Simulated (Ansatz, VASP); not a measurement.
AlGa2As3: VASP beside Ansatz

```
Al Ga As
1.0
     4.06113    0.00000    0.00000
    -2.03057    3.51704    0.00000
     0.00000    0.00000    9.92139
Al Ga As
1 2 3
Direct
  0.00000 0.00000 0.99938
  0.33333 0.66667 0.66676
  0.66667 0.33333 0.33327
  0.33333 0.66667 0.91779
  0.66667 0.33333 0.58345
  0.00000 0.00000 0.24935
```

Alike in both runs: functional PBE; k mesh 6 × 6 × 2; occupations gaussian, width 0.1 eV; no spin polarisation.

Ansatz relaxed the structure, and its values are those at the end. VASP's run is a single point on that final structure, the one shown.

|  | VASP | Ansatz |
| --- | --- | --- |
| version | VASP 6.6.1 | Ansatz 0.2.0 |
| potentials or method | VASP PAW PBE potentials, release 64 (Al, Ga_d, As), cutoff 520 eV | scalar-relativistic, plane waves, PAW |
| valence electrons in the cell | 44 | 74 |

|  | VASP | Ansatz | Ansatz less VASP |
| --- | --- | --- | --- |
| gap on the k mesh at the Fermi level (eV) | 0.54 | 0.54 | -0.002 |
| least direct gap on the mesh (eV) | 0.54 | 0.54 | -0.002 |
| pressure (GPa) | 0.2 | 0.0 | -0.16 |
| rms of the force components (eV/Å) | 0.003 | 0.003 | -0.0005 |

VASP's potentials hold 44 valence electrons a cell and Ansatz's 74, so a difference there can come from the potentials and not from the codes.
